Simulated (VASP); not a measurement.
# Mg (P6_3/mmc) in VASP: single point with r2SCAN

Aim: the single point of Mg with r2SCAN.

Program: VASP 6.6.1. These are calculated values, not measurements. Logs are shortened: lines on timing, memory, paths and dates and some standing lists are left out, and cuts for length are marked.

## (1) The cell of the first run

Symmetry: P6_3/mmc, No. 194, hexagonal system. Conventional cell: a = 3.190 Å, b = 3.190 Å, c = 5.118 Å, α = 90.00°, β = 90.00°, γ = 120.00°. Mg (site symmetry -6m2) has 12 Mg at 3.15 to 3.19 Å within 4.1 Å.

## (2) Single point, r2SCAN

File POSCAR:

```
Mg
1.0
    3.1902620469     -0.0000000029      0.0000000000
   -1.5951310209      2.7628479788      0.0000000000
    0.0000000000      0.0000000000      5.1181738987
Mg
2
Direct
    0.3333333333      0.6666666667      0.2500000000
    0.6666666667      0.3333333333      0.7500000000
```

File INCAR.step1:

```
ALGO = Normal
EDIFF = 1E-4
ENCUT = 520
GGA = PE
ISMEAR = 0
LASPH = T
LCHARG = F
LREAL = F
LWAVE = T
NBANDS = 9
NELM = 100
PREC = Accurate
SIGMA = 0.1
```

File INCAR.step2:

```
ALGO = Normal
EDIFF = 1E-6
ENCUT = 520
ISIF = 2
ISMEAR = 0
ISTART = 1
LASPH = T
LCHARG = T
LELF = T
LMIXTAU = T
LREAL = F
LVHAR = T
LWAVE = F
METAGGA = R2SCAN
NBANDS = 9
NELM = 100
PREC = Accurate
SIGMA = 0.1
```

File KPOINTS:

```
k-points
0
Gamma
  18 18 8
```

Potentials or basis: VASP PAW PBE potentials, release 64 (Mg).

Run with:

```bash
$ cat potpaw_PBE.64/Mg/POTCAR > POTCAR
$ cp INCAR.step1 INCAR
$ mpirun -np 1 vasp_std > vasp.out
$ cp INCAR.step2 INCAR
$ mpirun -np 1 vasp_std > vasp.out
```

OUTCAR:

```text
EDIFF = 1E-6
   ENCUT = 520
   ISIF = 2
   ISMEAR = 0
   ISTART = 1
   LASPH = T
   LREAL = F
   METAGGA = R2SCAN
   NELM = 100
   PREC = Accurate

 ion  position               nearest neighbor table
   1  0.333  0.667  0.250-   2 3.15   2 3.15   2 3.15   2 3.15   2 3.15   2 3.15
   2  0.667  0.333  0.750-   1 3.15   1 3.15   1 3.15   1 3.15   1 3.15   1 3.15

  LATTYP: Found a hexagonal cell.
 ALAT       =     3.1902620469
 C/A-ratio  =     1.6043114401

  Lattice vectors:

 A1 = (   3.1902620469,  -0.0000000029,   0.0000000000)
 A2 = (  -1.5951310209,   2.7628479788,   0.0000000000)
 A3 = (   0.0000000000,   0.0000000000,   5.1181738987)

Analysis of symmetry for initial positions (statically):
=====================================================================
 Subroutine PRICEL returns:
 Original cell was already a primitive cell.

 Routine SETGRP: Setting up the symmetry group for a
 hexagonal supercell.

 Subroutine GETGRP returns: Found 24 space group operations
 (whereof 12 operations were pure point group operations)
 out of a pool of 24 trial point group operations.

The static configuration has the point symmetry D_3d.
 The point group associated with its full space group is D_6h.

Analysis of symmetry for dynamics (positions and initial velocities):
=====================================================================
 Subroutine PRICEL returns:
 Original cell was already a primitive cell.

 Routine SETGRP: Setting up the symmetry group for a
 hexagonal supercell.

 Subroutine GETGRP returns: Found 24 space group operations
 (whereof 12 operations were pure point group operations)
 out of a pool of 24 trial point group operations.

The dynamic configuration has the point symmetry D_3d.
 The point group associated with its full space group is D_6h.

 Subroutine INISYM returns: Found 24 space group operations
 (whereof 12 operations are pure point group operations),
 and found     1 'primitive' translations

----------------------------------------------------------------------------------------

                                     Primitive cell

  volume of cell :      45.1127

  direct lattice vectors                    reciprocal lattice vectors
     3.190262047 -0.000000003  0.000000000     0.313453875  0.180972679  0.000000000
    -1.595131021  2.762847979  0.000000000     0.000000000  0.361945358  0.000000000
     0.000000000  0.000000000  5.118173899     0.000000000  0.000000000  0.195382185

  length of vectors
     3.190262047  3.190262047  5.118173899     0.361945358  0.361945358  0.195382185
[... 82 lines left out ...]
   LREAL  =      F    real-space projection
   EDIFFG = 0.1E-04   stopping-criterion for IOM
   NSW    =      0    number of steps for IOM
   IBRION =     -1    ionic relax: 0-MD 1-quasi-New 2-CG
   NFREE  =      0    steps in history (QN), initial steepest desc. (CG)
   ISIF   =      2    stress and relaxation
   ISYM   =      2    0-nonsym 1-usesym 2-fastsym
   POTIM  = 0.5000    time-step for ionic-motion
   TEBEG  =    0.0;   TEEND  =   0.0 temperature during run
   PSTRESS=    0.0 pullay stress
   NELECT =       4.0000    total number of electrons
   NUPDOWN=      -1.0000    fix difference up-down
   EMIN   =  10.00;   EMAX   =-10.00  energy-range for DOS
   EFERMI =   0.00;   METHOD = LEGACY
   ISMEAR =     0;   SIGMA  =   0.10  broadening in eV -4-tet -1-fermi 0-gaus
   EFERMI_NEDOS =   21; number of points for ismear=-14 and -15
   IALGO  =     38    algorithm
   IMIX   =      4    mixing-type and parameters
     AMIX     =   0.40;   BMIX     =  1.00
     AMIX_MAG =   1.60;   BMIX_MAG =  1.00
  volume/ion in A,a.u.               =      22.56       152.22
  Fermi-wavevector in a.u.,A,eV,Ry     =   0.730010  1.379519  7.250740  0.532914
  Thomas-Fermi vector in A             =   1.821874
   LORBIT       =      0    0 simple, 1 ext, 2 COOP (PROOUT), +10 PAW based schemes
   METAGGA = R2SCAN    functional components
   LHFCALC =     F    Hartree Fock is set to
   AEXX    =    0.0000 exact exchange contribution
   IVDW    =     0    specifies the selected vdW correction
   LEPSILON=     F    determine dielectric tensor
   LRPA    =     F    only Hartree local field effects (RPA)
 non-spin polarized calculation
 Gauss-broadening in eV      SIGMA  =   0.10
  energy-cutoff  :      520.00
  volume of cell :       45.11
 maximum number of plane-waves:      1236
 NGX is ok and might be reduce to    24
   NGX = 11   NGY = 11   NGZ = 19

 number of electron       4.0000000 magnetization

 Free energy of the ion-electron system (eV)
  ---------------------------------------------------
  ext. energy  EPLUGINS =         0.00000000
  ---------------------------------------------------
  free energy    TOTEN  =        -8.30063214 eV

  energy without entropy =       -8.29750061  energy(sigma->0) =       -8.29906638

 E-fermi :   2.7467     XC(G=0):  -9.0954

 val. band max:        2.7313552990   @ k =   0.2778   0.0556   0.0000
 cond. band min:       2.7543001720   @ k =   0.5000   0.0000   0.3750
 fundamental gap:      0.0229448730
 Fermi energy:         2.7467426503

 k-point     1 :       0.0000    0.0000    0.0000
  band No.  band energies     occupation
      1      -4.7278      2.00000
      2       0.8734      2.00000
      3       1.6590      2.00000
      4      14.4113      0.00000
      5      14.4113      0.00000
      6      14.5749      0.00000
      7      14.5749      0.00000
      8      15.4974      0.00000
      9      17.2343      0.00000
[... 265 lines left out ...]
 k-point    24 :       0.3889    0.1111    0.0000
  band No.  band energies     occupation
      1      -0.4734      2.00000
      2       1.7143      2.00000
      3       4.8908      0.00000
      4       5.7041      0.00000
      5       7.0285      0.00000
      6       7.0822      0.00000
      7       9.1332      0.00000
      8      12.5199      0.00000
      9      13.8294      0.00000

 [... further k-points ...]
[... 5 lines left out ...]
  --------------------------------------------------------------------------------------
  -------------------------------------------------------------------------------------
  Total       -0.0763725     -0.0763725     -0.0725628     -0.0000000     -0.0000000      0.0000000
  in kB       -2.7123707     -2.7123707     -2.5770691     -0.0000000     -0.0000000      0.0000000
  external PRESSURE =      -2.6672702 kB  Pullay stress =       0.0000000 kB

 VOLUME and BASIS-vectors are now :
 -----------------------------------------------------------------------------
  energy-cutoff  :      520.00
  volume of cell :       45.11
      direct lattice vectors                 reciprocal lattice vectors
     3.190262047 -0.000000003  0.000000000     0.313453875  0.180972679  0.000000000
    -1.595131021  2.762847979  0.000000000     0.000000000  0.361945358  0.000000000
     0.000000000  0.000000000  5.118173899     0.000000000  0.000000000  0.195382185

 POSITION                                       TOTAL-FORCE (eV/Angst)
 -----------------------------------------------------------------------------------
      0.00000      1.84190      1.27954        -0.000000     -0.000000      0.000000
      1.59513      0.92095      3.83863         0.000000      0.000000      0.000000
 -----------------------------------------------------------------------------------
    total drift:                                0.000000     -0.000000      0.000000

  FREE ENERGIE OF THE ION-ELECTRON SYSTEM (eV)
  ---------------------------------------------------
  free  energy   TOTEN  =        -8.3006321419 eV

  energy  without entropy=       -8.2975006127  energy(sigma->0) =       -8.29906638
```

Wall time 81 s (1 thread of Intel Xeon Platinum 8488C (Sapphire Rapids), shared host); peak memory 0.22 GiB.

What came out:

* Free energy: -8.3006 eV
* Pressure: -0.3 GPa
* Band gap on the k mesh: zero (band 2 reaches 3.75 eV, above the bottom of band 3 at 1.66 eV)

Caveat: the PAW data sets were made with another functional, which shifts forces and pressure a little.
